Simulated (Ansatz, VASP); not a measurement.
# InSe in VASP and in Ansatz

INCAR

```
SYSTEM = InSe
PREC = Accurate
ENCUT = 520
EDIFF = 1E-6
ISMEAR = 0
SIGMA = 0.05
LREAL = .FALSE.
LASPH = .TRUE.
NELM = 100
ALGO = Normal
ISIF = 2
LWAVE = .FALSE.
LCHARG = .FALSE.
LDIPOL = .TRUE.
IDIPOL = 3
DIPOL = 0.5 0.5 0.412
GGA = PE
IVDW = 12
NBANDS = 48
```

The input KPOINTS:

```
regular mesh
0
G
  9 9 1
  0 0 0
```

Contents of POSCAR:

```
InSe
1.0
    4.0266103640      0.0000000000      0.0000000000
   -2.0133051820      3.4871468663      0.0000000000
    0.0000000000      0.0000000000     28.2707108021
Se In
4 4
Direct
    0.0000000000      0.0000000000      0.1591753399
    0.0000000000      0.0000000000      0.3496677346
    0.3333333333      0.6666666667      0.4738244997
    0.3333333333      0.6666666667      0.6643168944
    0.6666666667      0.3333333333      0.2049979895
    0.6666666667      0.3333333333      0.3038451603
   -0.3333333333      0.3333333333      0.5196471493
   -0.3333333333      0.3333333333      0.6184943201
```

Input for Ansatz:

```yaml
crystal:
  lattice:
    - [4.026610364, 0.0, 0.0]
    - [-2.013305182, 3.4871468663, 0.0]
    - [0.0, 0.0, 28.2707108021]
  atoms:
    - { symbol: Se, position: [0.0, 0.0, 0.1591753399] }
    - { symbol: In, position: [0.6666666667, 0.3333333333, 0.2049979895] }
    - { symbol: In, position: [0.6666666667, 0.3333333333, 0.3038451603] }
    - { symbol: Se, position: [0.0, 0.0, 0.3496677346] }
    - { symbol: Se, position: [0.3333333333, 0.6666666667, 0.4738244997] }
    - { symbol: In, position: [-0.3333333333, 0.3333333333, 0.5196471493] }
    - { symbol: In, position: [-0.3333333333, 0.3333333333, 0.6184943201] }
    - { symbol: Se, position: [0.3333333333, 0.6666666667, 0.6643168944] }
basis:
  ecutwfc: 420
kpoints:
  mp_grid: { grid: [9, 9, 1] }
hamiltonian:
  xc: pbe
  pseudopotentials: { kind: paw, azcp: { folder: soft_1 } }
  dispersion: d3bj
scf:
  occupations: { method: gaussian, width: 0.05 }
output:
  forces: true
  eigenvalues: true
efield:
  axis: 3
  dipole_correction: true
  ramp_width: 0.04
```

Alike in both runs: task single point; functional PBE; dispersion D3(BJ); k mesh 9 × 9 × 1; occupations gaussian, width 0.05 eV; no spin polarisation.

|  | VASP | Ansatz |
| --- | --- | --- |
| version | VASP 6.6.1 | Ansatz 0.2.0 |
| potentials or method | VASP PAW PBE potentials, release 64 (Se, In_d), cutoff 520 eV | scalar-relativistic, plane waves, PAW |
| valence electrons in the cell | 76 | 116 |

Ansatz gave:

- gap on the k mesh at the Fermi level (eV): 1.24
- least direct gap on the mesh (eV): 1.27
- rms of the force components (eV/Å): 0.022

Problem. What did VASP give for the same quantities?

Solution. gap on the k mesh at the Fermi level (eV): 1.22; least direct gap on the mesh (eV): 1.26; rms of the force components (eV/Å): 0.025.

VASP's potentials hold 76 valence electrons a cell and Ansatz's 116, so a difference there can come from the potentials and not from the codes.
